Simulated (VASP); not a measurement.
Wanted: the native input for a VASP 6.6.1 run.

```yaml
Task: single point
Functional: PBE
Potentials_or_basis: VASP PAW PBE potentials, release 64 (Al, O)
Cutoff: 520 eV
k_mesh: 6 × 6 × 6
Occupations: gaussian, width 0.1 eV
Spin: no spin polarisation
Dipole_correction: no
Further_INCAR_settings: ALGO = Normal; EDIFF = 1e-07; NBANDS = 35
```

The structure of Al2O3 lies in POSCAR:

```
Al2O3
1.0
    2.4041752114      1.3880512055      4.3747379697
   -2.4041752114      1.3880512055      4.3747379697
    0.0000000000     -2.7761024110      4.3747379697
Al O
4 6
Direct
    0.8520928232      0.8520928232      0.8520928232
    0.6479071768      0.6479071768      0.6479071768
    0.1479071768      0.1479071768      0.1479071768
    0.3520928232      0.3520928232      0.3520928232
    0.0561524593      0.4438475407      0.7500000000
    0.7500000000      0.0561524593      0.4438475407
    0.4438475407      0.7500000000      0.0561524593
    0.9438475407      0.5561524593      0.2500000000
    0.2500000000      0.9438475407      0.5561524593
    0.5561524593      0.2500000000      0.9438475407
```

These files were run (other wordings do the same):

INCAR

```
SYSTEM = Al2O3
ALGO = Normal
EDIFF = 1E-7
ENCUT = 520
GGA = PE
ISIF = 2
ISMEAR = 0
LASPH = .TRUE.
LCHARG = .TRUE.
LELF = .TRUE.
LREAL = .FALSE.
LVHAR = .TRUE.
LWAVE = .FALSE.
NBANDS = 35
NELM = 100
PREC = Accurate
SIGMA = 0.1
```

KPOINTS

```
k-points
0
G
  6 6 6
  0 0 0
```

Potentials or basis: VASP PAW PBE potentials, release 64 (Al, O).

Launch:

```sh
$ cat potpaw_PBE.64/Al/POTCAR potpaw_PBE.64/O/POTCAR > POTCAR
$ mpirun -np 1 vasp_std > vasp.out
```

Results of the run:

The pressure is -0.1 GPa and the largest force is 0.015 eV/Å. The band gap on the k mesh is 5.85 eV.

Wall time 62 s on 1 thread of Intel(R) Xeon(R) 6975P-C (Granite Rapids) (shared host), peak memory 0.26 GiB.
